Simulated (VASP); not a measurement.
# SiC (R3m) in VASP: single point with HSE06

Aim: the single point of SiC with HSE06.

Everything below comes from runs of VASP 6.6.1. Logs are shortened: lines on timing, memory, paths and dates and some standing lists are left out, and cuts for length are marked.

**1. The cell of the first run**

The structure is trigonal, space group R3m (No. 160). Conventional cell: a = 2.974 Å, b = 2.974 Å, c = 7.597 Å, α = 90.00°, β = 90.00°, γ = 120.00°. Si (site symmetry 3m) has 4 C at 1.84 to 1.88 Å within 2.4 Å. C (site symmetry 3m) has 4 Si at 1.84 to 1.88 Å within 2.4 Å.

**2. Single point, HSE06 (epitaxial 111 strain -3.5%)**

Contents of POSCAR:

```
SiC
1.0
    0.0601107117      2.1630202559      2.1630202559
    2.1630202559      0.0601107117      2.1630202559
    2.1630202559      2.1630202559      0.0601107117
Si C
1 1
Direct
    0.0014635240      0.0014635240      0.0014635240
    0.2485364760      0.2485364760      0.2485364760
```

Contents of INCAR.step1:

```
  ALGO = Normal
  EDIFF = 1E-5
  ENCUT = 520
  GGA = PE
  ISIF = 2
  ISMEAR = 0
  LASPH = T
  LCHARG = F
  LREAL = F
  LWAVE = T
  NBANDS = 11
  NELM = 80
  PREC = Accurate
  SIGMA = 0.01
```

Contents of INCAR.step2:

```
  ALGO = Normal
  EDIFF = 1E-7
  ENCUT = 520
  GGA = PE
  HFSCREEN = 0.2079
  ISIF = 2
  ISMEAR = 0
  ISTART = 1
  LASPH = T
  LCHARG = F
  LHFCALC = T
  LREAL = F
  LWAVE = F
  NBANDS = 11
  NELM = 80
  PREC = Accurate
  PRECFOCK = Normal
  SIGMA = 0.01
```

Contents of KPOINTS:

```
k-points
0
Gamma
  8 8 8
```

Potentials or basis: VASP PAW PBE potentials, release 64 (Si, C).

Run with:

```
> cat potpaw_PBE.64/Si/POTCAR potpaw_PBE.64/C/POTCAR > POTCAR
> cp INCAR.step1 INCAR
> mpirun -np 1 vasp_std > vasp.out
> cp INCAR.step2 INCAR
> mpirun -np 1 vasp_std > vasp.out
```

OUTCAR:

```text
EDIFF = 1E-7
   ENCUT = 520
   GGA = PE
   HFSCREEN = 0.2079
   ISIF = 2
   ISMEAR = 0
   ISTART = 1
   LASPH = T
   LHFCALC = T
   LREAL = F
   NELM = 80
   PREC = Accurate
   PRECFOCK = Normal

 ion  position               nearest neighbor table
   1  0.001  0.001  0.001-   2 1.84   2 1.84   2 1.84   2 1.88
   2  0.249  0.249  0.249-   1 1.84   1 1.84   1 1.84   1 1.88

  LATTYP: Found a trigonal (rhomboedric) cell.
 ALAT       =     3.0595631310
 COS(alpha) =     0.5275864492

  Lattice vectors:

 A1 = (   0.0601107117,   2.1630202559,   2.1630202559)
 A2 = (   2.1630202559,   0.0601107117,   2.1630202559)
 A3 = (   2.1630202559,   2.1630202559,   0.0601107117)

Analysis of symmetry for initial positions (statically):
=====================================================================
 Subroutine PRICEL returns:
 Original cell was already a primitive cell.

 Routine SETGRP: Setting up the symmetry group for a
 trigonal (rhombohedral) supercell.

 Subroutine GETGRP returns: Found  6 space group operations
 (whereof  6 operations were pure point group operations)
 out of a pool of 12 trial point group operations.

The static configuration has the point symmetry C_3v.

Analysis of symmetry for dynamics (positions and initial velocities):
=====================================================================
 Subroutine PRICEL returns:
 Original cell was already a primitive cell.

 Routine SETGRP: Setting up the symmetry group for a
 trigonal (rhombohedral) supercell.

 Subroutine GETGRP returns: Found  6 space group operations
 (whereof  6 operations were pure point group operations)
 out of a pool of 12 trial point group operations.

The dynamic configuration has the point symmetry C_3v.

 Subroutine INISYM returns: Found  6 space group operations
 (whereof  6 operations are pure point group operations),
 and found     1 'primitive' translations

----------------------------------------------------------------------------------------

                                     Primitive cell

  volume of cell :      19.3966

  direct lattice vectors                    reciprocal lattice vectors
     0.060110712  2.163020256  2.163020256    -0.241024314  0.234507315  0.234507315
     2.163020256  0.060110712  2.163020256     0.234507315 -0.241024314  0.234507315
[... 98 lines left out ...]
   EMIN   =  10.00;   EMAX   =-10.00  energy-range for DOS
   EFERMI =   0.00;   METHOD = LEGACY
   ISMEAR =     0;   SIGMA  =   0.01  broadening in eV -4-tet -1-fermi 0-gaus
   EFERMI_NEDOS =   21; number of points for ismear=-14 and -15
   IALGO  =     38    algorithm
   IMIX   =      1    mixing-type and parameters
     AMIX     =   0.40;   BMIX     =  1.00
     AMIX_MAG =   1.60;   BMIX_MAG =  1.00
  volume/ion in A,a.u.               =       9.70        65.45
  Fermi-wavevector in a.u.,A,eV,Ry     =   1.218606  2.302831 20.204652  1.485000
  Thomas-Fermi vector in A             =   2.353886
   LORBIT       =      0    0 simple, 1 ext, 2 COOP (PROOUT), +10 PAW based schemes
   GGA     = PE    functional components
   LHFCALC =     T    Hartree Fock is set to
   PRECFOCK=normal    Normal, Fast or Accurate (Low or Medium for compatibility)
   ENCUT4O =  -1.0   cutoff for four orbital integrals eV
   NKREDX  =     1    reduce k-point grid by
   NKREDY  =     1    reduce k-point grid by
   NKREDZ  =     1    reduce k-point grid by
   AEXX    =    0.2500 exact exchange contribution
   HFSCREEN=    0.2079 screening length (either q_TF or 0.3 A-1)
   HFSCREENC=   0.2079 screening length for correlation (either q_TF or 0.3 A-1)
   ENCUTFOCK=  -1.0 apply spherical cutoff to Coloumb kernel
   IVDW    =     0    specifies the selected vdW correction
   LEPSILON=     F    determine dielectric tensor
   LRPA    =     F    only Hartree local field effects (RPA)
 non-spin polarized calculation
 Gauss-broadening in eV      SIGMA  =   0.01
  energy-cutoff  :      520.00
  volume of cell :       19.40
 maximum number of plane-waves:       546
  NGX = 18; NGY = 18; NGZ = 18

 number of electron       7.9999999 magnetization

 Free energy of the ion-electron system (eV)
  ---------------------------------------------------
  ext. energy  EPLUGINS =         0.00000000
  ---------------------------------------------------
  free energy    TOTEN  =       -17.33266738 eV

  energy without entropy =      -17.33266738  energy(sigma->0) =      -17.33266738

 E-fermi :   8.5275     XC(G=0):  -9.5756

 val. band max:        8.3847318605   @ k =   0.0000   0.0000   0.0000
 cond. band min:      10.3586620410   @ k =   0.5000   0.5000   0.0000
 fundamental gap:      1.9739301804
 Fermi energy:         8.5275450089

 k-point     1 :       0.0000    0.0000    0.0000
  band No.  band energies     occupation
      1      -9.3165      2.00000
      2       7.8889      2.00000
      3       8.3847      2.00000
      4       8.3847      2.00000
      5      15.7635      0.00000
      6      17.4508      0.00000
      7      17.6567      0.00000
      8      17.6567      0.00000
      9      24.7348      0.00000
     10      24.7348      0.00000
     11      27.1972      0.00000
[... 309 lines left out ...]
 k-point    24 :       0.3750    0.1250    0.1250
  band No.  band energies     occupation
      1      -7.1984      2.00000
      2       2.6119      2.00000
      3       5.3464      2.00000
      4       7.6707      2.00000
      5      16.3218      0.00000
      6      17.6368      0.00000
      7      18.1376      0.00000
      8      20.2151      0.00000
      9      22.5535      0.00000
     10      25.1414      0.00000
     11      27.3854      0.00000

 [... further k-points ...]

------------------------ aborting loop because EDIFF is reached ----------------------------------------

  FORCE on cell =-STRESS in cart. coord.  units (eV):
  Direction    XX          YY          ZZ          XY          YZ          ZX
  --------------------------------------------------------------------------------------
  -------------------------------------------------------------------------------------
  Total        1.8024926      1.8024926      1.8024926     -0.9921061     -0.9921061     -0.9921061
  in kB      148.8878592    148.8878592    148.8878592    -81.9490456    -81.9490456    -81.9490456
  external PRESSURE =     148.8878592 kB  Pullay stress =       0.0000000 kB

 VOLUME and BASIS-vectors are now :
 -----------------------------------------------------------------------------
  energy-cutoff  :      520.00
  volume of cell :       19.40
      direct lattice vectors                 reciprocal lattice vectors
     0.060110712  2.163020256  2.163020256    -0.241024314  0.234507315  0.234507315
     2.163020256  0.060110712  2.163020256     0.234507315 -0.241024314  0.234507315
     2.163020256  2.163020256  0.060110712     0.234507315  0.234507315 -0.241024314

 POSITION                                       TOTAL-FORCE (eV/Angst)
 -----------------------------------------------------------------------------------
      0.00642      0.00642      0.00642         0.008195      0.008195      0.008195
      1.09012      1.09012      1.09012        -0.008195     -0.008195     -0.008195
 -----------------------------------------------------------------------------------
    total drift:                               -0.000004     -0.000004     -0.000004

  FREE ENERGIE OF THE ION-ELECTRON SYSTEM (eV)
  ---------------------------------------------------
  free  energy   TOTEN  =       -17.3326673795 eV

  energy  without entropy=      -17.3326673795  energy(sigma->0) =      -17.33266738
```

OSZICAR.step1:

```text
N       E                     dE             d eps       ncg     rms          rms(c)
DAV:   1     0.303539687717E+01    0.30354E+01   -0.39348E+03  1494   0.616E+02
DAV:   2    -0.164016787674E+02   -0.19437E+02   -0.18212E+02  1728   0.111E+02
DAV:   3    -0.169775421808E+02   -0.57586E+00   -0.57471E+00  1779   0.156E+01
DAV:   4    -0.169795740381E+02   -0.20319E-02   -0.20317E-02  1636   0.116E+00
DAV:   5    -0.169795824254E+02   -0.83873E-05   -0.83873E-05  1745   0.688E-02    0.952E+00
DAV:   6    -0.150089159463E+02    0.19707E+01   -0.66243E+00  1619   0.118E+01    0.428E+00
DAV:   7    -0.149359919364E+02    0.72924E-01   -0.47223E-01  1746   0.389E+00    0.191E+00
DAV:   8    -0.149276101040E+02    0.83818E-02   -0.21842E-02  1634   0.986E-01    0.174E-01
DAV:   9    -0.149277321991E+02   -0.12210E-03   -0.15359E-03  1761   0.235E-01    0.115E-01
DAV:  10    -0.149278280753E+02   -0.95876E-04   -0.20642E-04  1592   0.910E-02    0.282E-02
DAV:  11    -0.149278319748E+02   -0.38995E-05   -0.29097E-05  1715   0.309E-02
   1 F= -.14927832E+02 E0= -.14927832E+02  d E =-.526026E-31
```

Run time: 1.5 h. Hardware: 1 thread of AMD EPYC 7R43 (Zen 3), shared host; peak memory 0.22 GiB.

What came out:

| Property | Result |
| --- | --- |
| Free energy | -17.3327 eV |
| Pressure | 14.9 GPa |
| Largest force | 0.014 eV/Å |
| Band gap on the k mesh | 1.97 eV (least direct gap 5.49 eV) |

Forces in eV/Å, atoms in the order of the input:
```
Si   0.008  0.008  0.008
C   -0.008 -0.008 -0.008
```

Caveat: the cell differs from its parent crystal (epitaxial 111 strain -3.5%); the cell stands under pressure; the PAW data sets were made with another functional, which shifts forces and pressure a little.
